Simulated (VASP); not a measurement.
# C (P6_3/mmc) in VASP: single point with r2SCAN

Aim: the single point of C with r2SCAN.

Everything below comes from runs of VASP 6.6.1. Logs are shortened: lines on timing, memory, paths and dates and some standing lists are left out, and cuts for length are marked.

## (1) The cell of the first run

It takes space group P6_3/mmc (No. 194, hexagonal). Conventional cell: a = 2.520 Å, b = 2.520 Å, c = 4.180 Å, α = 90.00°, β = 90.00°, γ = 120.00°. C (site symmetry 3m) has 4 C at 1.55 to 1.56 Å within 2.1 Å.

## (2) Single point, r2SCAN

Input file POSCAR:

```
C
1.0
    2.5200000000      0.0000000000      0.0000000000
   -1.2600000000      2.1823840175      0.0000000000
    0.0000000000      0.0000000000      4.1800000000
C
4
Direct
    0.3333333333      0.6666666667      0.0000000000
    0.6666666667      0.3333333333      0.5000000000
    0.3333333333      0.6666666667      0.3740000000
    0.6666666667      0.3333333333      0.8740000000
```

Input file INCAR.step1:

```
SYSTEM = C
PREC     = Accurate       ! precision mode
ENCUT    = 1430           ! plane-wave cutoff, eV
ISMEAR   = 0              ! smearing method
SIGMA    = 0.1            ! smearing width, eV
LREAL    = .FALSE.        ! projectors in reciprocal space
LASPH    = .TRUE.         ! aspherical terms in the spheres
NELM     = 120            ! most SCF steps
NBANDS   = 16             ! bands
GGA      = PE             ! functional
ALGO     = Normal         ! electronic algorithm
EDIFF    = 1E-5           ! SCF threshold, eV
LWAVE    = .TRUE.         ! write WAVECAR
LCHARG   = .FALSE.        ! write CHGCAR
GGA_COMPAT= .FALSE.
```

Input file INCAR.step2:

```
SYSTEM = C
PREC     = Accurate       ! precision mode
ENCUT    = 1430           ! plane-wave cutoff, eV
EDIFF    = 1E-6           ! SCF threshold, eV
ISMEAR   = 0              ! smearing method
SIGMA    = 0.1            ! smearing width, eV
LREAL    = .FALSE.        ! projectors in reciprocal space
LASPH    = .TRUE.         ! aspherical terms in the spheres
NELM     = 120            ! most SCF steps
ALGO     = Normal         ! electronic algorithm
ISIF     = 2              ! what is computed and relaxed
LWAVE    = .FALSE.        ! write WAVECAR
LCHARG   = .FALSE.        ! write CHGCAR
METAGGA  = R2SCAN         ! meta-GGA
LMIXTAU  = .TRUE.       
NBANDS   = 16             ! bands
ISTART   = 1            
GGA_COMPAT= .FALSE.
```

Input file KPOINTS:

```
Automatic mesh
0
G
  9 9 4
  0 0 0
```

Potentials or basis: VASP PAW PBE potentials, release 64 (C_h).

Started as:

```console
$ cat potpaw_PBE.64/C_h/POTCAR > POTCAR
$ cp INCAR.step1 INCAR
$ mpirun -np 1 vasp_std > vasp.out
$ cp INCAR.step2 INCAR
$ mpirun -np 1 vasp_std > vasp.out
```

OUTCAR:

```text
SYSTEM = C
   PREC = Accurate
   ENCUT = 1430
   EDIFF = 1E-6
   ISMEAR = 0
   LREAL = .FALSE.
   LASPH = .TRUE.
   NELM = 120
   ISIF = 2
   METAGGA = R2SCAN
   ISTART = 1

 ion  position               nearest neighbor table
   1  0.333  0.667  0.000-
   2  0.667  0.333  0.500-
   3  0.333  0.667  0.374-
   4  0.667  0.333  0.874-

  LATTYP: Found a hexagonal cell.
 ALAT       =     2.5200000000
 C/A-ratio  =     1.6587301587

  Lattice vectors:

 A1 = (   2.5200000000,   0.0000000000,   0.0000000000)
 A2 = (  -1.2600000000,   2.1823840175,   0.0000000000)
 A3 = (   0.0000000000,   0.0000000000,   4.1800000000)

Analysis of symmetry for initial positions (statically):
=====================================================================
 Subroutine PRICEL returns:
 Original cell was already a primitive cell.

 Routine SETGRP: Setting up the symmetry group for a
 hexagonal supercell.

 Subroutine GETGRP returns: Found 24 space group operations
 (whereof  6 operations were pure point group operations)
 out of a pool of 24 trial point group operations.

The static configuration has the point symmetry C_3v.
 The point group associated with its full space group is D_6h.

Analysis of symmetry for dynamics (positions and initial velocities):
=====================================================================
 Subroutine PRICEL returns:
 Original cell was already a primitive cell.

 Routine SETGRP: Setting up the symmetry group for a
 hexagonal supercell.

 Subroutine GETGRP returns: Found 24 space group operations
 (whereof  6 operations were pure point group operations)
 out of a pool of 24 trial point group operations.

The dynamic configuration has the point symmetry C_3v.
 The point group associated with its full space group is D_6h.

 Subroutine INISYM returns: Found 24 space group operations
 (whereof  6 operations are pure point group operations),
 and found     1 'primitive' translations

----------------------------------------------------------------------------------------

                                     Primitive cell

  volume of cell :      22.9884

  direct lattice vectors                    reciprocal lattice vectors
     2.520000000  0.000000000  0.000000000     0.396825397  0.229107250  0.000000000
    -1.260000000  2.182384017  0.000000000     0.000000000  0.458214499  0.000000000
     0.000000000  0.000000000  4.180000000     0.000000000  0.000000000  0.239234450

  length of vectors
     2.520000000  2.520000000  4.180000000     0.458214499  0.458214499  0.239234450

  position of ions in fractional coordinates (direct lattice)
     0.333333333  0.666666667  0.000000000
     0.666666667  0.333333333  0.500000000
     0.333333333  0.666666667  0.374000000
     0.666666667  0.333333333  0.874000000

  ion indices of the primitive-cell ions
   primitive index   ion index
                 1           1
                 2           2
                 3           3
                 4           4

----------------------------------------------------------------------------------------

 KPOINTS: Automatic mesh

Automatic generation of k-mesh.
 Grid dimensions read from file:
 generate k-points for:    9    9    4

 Generating k-lattice:

  Cartesian coordinates                     Fractional coordinates (reciprocal lattice)
     0.044091711  0.025456361  0.000000000     0.111111111  0.000000000  0.000000000
     0.000000000  0.050912722  0.000000000     0.000000000  0.111111111  0.000000000
     0.000000000  0.000000000  0.059808612     0.000000000  0.000000000  0.250000000

  Length of vectors
     0.050912722  0.050912722  0.059808612

  Shift w.r.t. Gamma in fractional coordinates (k-lattice)
     0.000000000  0.000000000  0.000000000

 Subroutine IBZKPT returns following result:
 ===========================================

 Found     36 irreducible k-points:

 Following reciprocal coordinates:
            Coordinates               Weight
  0.000000  0.000000  0.000000      1.000000
  0.111111 -0.000000  0.000000      6.000000
  0.222222  0.000000  0.000000      6.000000
  0.333333 -0.000000  0.000000      6.000000
  0.444444  0.000000  0.000000      6.000000
  0.111111  0.111111  0.000000      6.000000
[... 16 lines left out ...]
  0.333333  0.222222  0.250000     24.000000
  0.333333  0.333333  0.250000      4.000000
 [... further k-points ...]
   k-points           NKPTS =     36   k-points in BZ     NKDIM =     36   number of bands    NBANDS=     16
   number of dos      NEDOS =    301   number of ions     NIONS =      4
   total plane-waves  NPLWV =  55296
   dimension x,y,z NGX =    32 NGY =   32 NGZ =   54
   dimension x,y,z NGXF=    64 NGYF=   64 NGZF=  108
   ions per type =               4
   NGX,Y,Z   is equivalent  to a cutoff of  21.11, 21.11, 21.48 a.u.
   NGXF,Y,Z  is equivalent  to a cutoff of  42.22, 42.22, 42.95 a.u.
 SYSTEM =  C
   PREC   = accura    normal or accurate (medium, high low for compatibility)
   ISTART =      1    job   : 0-new  1-cont  2-samecut
   ICHARG =      0    charge: 1-file 2-atom 10-const
   ISPIN  =      1    spin polarized calculation?
   LNONCOLLINEAR =      F non collinear calculations
   LSORBIT =      F    spin-orbit coupling
   LASPH  =      T    aspherical Exc in radial PAW
   ENCUT  = 1430.0 eV 105.10 Ry   10.25 a.u.   7.77  7.77 12.89*2*pi/ulx,y,z
   NELM   =    120;   NELMIN=  2; NELMDL=  0     # of ELM steps
   EDIFF  = 0.1E-05   stopping-criterion for ELM
   LREAL  =      F    real-space projection
   EDIFFG = 0.1E-04   stopping-criterion for IOM
   NSW    =      0    number of steps for IOM
   IBRION =     -1    ionic relax: 0-MD 1-quasi-New 2-CG
   NFREE  =      0    steps in history (QN), initial steepest desc. (CG)
   ISIF   =      2    stress and relaxation
   ISYM   =      2    0-nonsym 1-usesym 2-fastsym
   POTIM  = 0.5000    time-step for ionic-motion
   TEBEG  =    0.0;   TEEND  =   0.0 temperature during run
   PSTRESS=    0.0 pullay stress
   NELECT =      16.0000    total number of electrons
   NUPDOWN=      -1.0000    fix difference up-down
   EMIN   =  10.00;   EMAX   =-10.00  energy-range for DOS
   EFERMI =   0.00;   METHOD = LEGACY
   ISMEAR =     0;   SIGMA  =   0.10  broadening in eV -4-tet -1-fermi 0-gaus
   EFERMI_NEDOS =   21; number of points for ismear=-14 and -15
   IALGO  =     38    algorithm
   IMIX   =      4    mixing-type and parameters
     AMIX     =   0.40;   BMIX     =  1.00
     AMIX_MAG =   1.60;   BMIX_MAG =  1.00
  volume/ion in A,a.u.               =       5.75        38.78
  Fermi-wavevector in a.u.,A,eV,Ry     =   1.450815  2.741644 28.638432  2.104865
  Thomas-Fermi vector in A             =   2.568384
   LORBIT       =      0    0 simple, 1 ext, 2 COOP (PROOUT), +10 PAW based schemes
   METAGGA = R2SCAN    functional components
   LHFCALC =     F    Hartree Fock is set to
   AEXX    =    0.0000 exact exchange contribution
   IVDW    =     0    specifies the selected vdW correction
   LEPSILON=     F    determine dielectric tensor
   LRPA    =     F    only Hartree local field effects (RPA)
 non-spin polarized calculation
 Gauss-broadening in eV      SIGMA  =   0.10
  energy-cutoff  :     1430.00
  volume of cell :       22.99
 maximum number of plane-waves:      2850
 NGX is ok and might be reduce to    32
   NGX = 15   NGY = 15   NGZ = 25

 number of electron      16.0000000 magnetization

 Free energy of the ion-electron system (eV)
  ---------------------------------------------------
  ext. energy  EPLUGINS =         0.00000000
  ---------------------------------------------------
  free energy    TOTEN  =       -39.32372619 eV

  energy without entropy =      -39.32372619  energy(sigma->0) =      -39.32372619

 E-fermi :  11.4944     XC(G=0): -14.1911

 val. band max:       11.0238637286   @ k =   0.0000   0.0000   0.0000
 cond. band min:      14.6162610450   @ k =   0.3333   0.3333   0.0000
 fundamental gap:      3.5923973164
 Fermi energy:        11.4943561694

 k-point     1 :       0.0000    0.0000    0.0000
  band No.  band energies     occupation
      1     -11.8075      2.00000
      2      -6.0897      2.00000
      3      -3.2077      2.00000
      4       7.7464      2.00000
      5       7.7464      2.00000
      6      10.4709      2.00000
[... 8 lines left out ...]
     15      25.2428      0.00000
     16      29.7577      0.00000

 k-point     2 :       0.1111   -0.0000    0.0000
  band No.  band energies     occupation
      1     -11.4910      2.00000
      2      -5.8002      2.00000
      3      -2.9227      2.00000
      4       6.2237      2.00000
      5       7.1313      2.00000
      6       9.7163      2.00000
[... 8 lines left out ...]
     15      25.6907      0.00000
     16      28.3008      0.00000

 k-point     3 :       0.2222    0.0000    0.0000
  band No.  band energies     occupation
      1     -10.5491      2.00000
      2      -4.9373      2.00000
      3      -2.1245      2.00000
      4       3.1103      2.00000
      5       5.9302      2.00000
      6       6.9736      2.00000
[... 8 lines left out ...]
     15      26.2411      0.00000
     16      26.9471      0.00000

 k-point     4 :       0.3333   -0.0000    0.0000
  band No.  band energies     occupation
      1      -9.0152      2.00000
      2      -3.5257      2.00000
      3      -1.5090      2.00000
      4       0.4303      2.00000
      5       3.9650      2.00000
      6       4.8926      2.00000
[... 8 lines left out ...]
     15      26.6748      0.00000
     16      28.0892      0.00000
[... 324 lines left out ...]
 k-point    22 :       0.2222    0.2222    0.2500
  band No.  band energies     occupation
      1      -7.6942      2.00000
      2      -4.4961      2.00000
      3      -0.6201      2.00000
      4       2.1414      2.00000
      5       2.6608      2.00000
      6       2.8362      2.00000
[... 8 lines left out ...]
     15      25.1061      0.00000
     16      27.3339      0.00000

 k-point    23 :       0.3333    0.2222    0.2500
  band No.  band energies     occupation
      1      -5.7980      2.00000
      2      -3.2712      2.00000
      3      -2.1387      2.00000
      4       0.2572      2.00000
      5       1.2533      2.00000
      6       3.8234      2.00000
[... 8 lines left out ...]
     15      26.1826      0.00000
     16      27.8084      0.00000

 k-point    24 :       0.3333    0.3333    0.2500
  band No.  band energies     occupation
      1      -4.1333      2.00000
      2      -4.1333      2.00000
      3      -0.7939      2.00000
      4      -0.7939      2.00000
      5      -0.0039      2.00000
      6       2.8556      2.00000
[... 8 lines left out ...]
     15      27.0885      0.00000
     16      27.0885      0.00000

 [... further k-points ...]
[... 5 lines left out ...]
  --------------------------------------------------------------------------------------
  -------------------------------------------------------------------------------------
  Total       -1.3332074     -1.3332074     -0.6130541      0.0000000     -0.0000000     -0.0000000
  in kB      -92.9180953    -92.9180953    -42.7268998      0.0000000     -0.0000000     -0.0000000
  external PRESSURE =     -76.1876968 kB  Pullay stress =       0.0000000 kB

 VOLUME and BASIS-vectors are now :
 -----------------------------------------------------------------------------
  energy-cutoff  :     1430.00
  volume of cell :       22.99
      direct lattice vectors                 reciprocal lattice vectors
     2.520000000  0.000000000  0.000000000     0.396825397  0.229107250  0.000000000
    -1.260000000  2.182384017  0.000000000     0.000000000  0.458214499  0.000000000
     0.000000000  0.000000000  4.180000000     0.000000000  0.000000000  0.239234450

 POSITION                                       TOTAL-FORCE (eV/Angst)
 -----------------------------------------------------------------------------------
     -0.00000      1.45492      0.00000         0.000000      0.000000     -0.099429
      1.26000      0.72746      2.09000         0.000000     -0.000000     -0.099429
     -0.00000      1.45492      1.56332        -0.000000      0.000000      0.099429
      1.26000      0.72746      3.65332        -0.000000     -0.000000      0.099429
 -----------------------------------------------------------------------------------
    total drift:                               -0.000000      0.000000     -0.000345

  FREE ENERGIE OF THE ION-ELECTRON SYSTEM (eV)
  ---------------------------------------------------
  free  energy   TOTEN  =       -39.3237261933 eV

  energy  without entropy=      -39.3237261933  energy(sigma->0) =      -39.32372619
```

It took 2.9 min on 1 thread of Intel Xeon Platinum 8488C (Sapphire Rapids), shared host; peak memory 0.24 GiB.

What came out:

| Property | Result |
| --- | --- |
| Free energy | -39.3237 eV |
| Pressure | -7.6 GPa |
| Largest force | 0.099 eV/Å |
| Band gap on the k mesh | 3.59 eV (least direct gap 5.12 eV) |

Forces in eV/Å, atoms in the order of the input:
```
C    0.000  0.000 -0.099
C    0.000  0.000 -0.099
C    0.000  0.000  0.099
C    0.000  0.000  0.099
```

Caveat: the stress differs along the axes, from -9 to -4 GPa; the PAW data sets were made with another functional, which shifts forces and pressure a little.
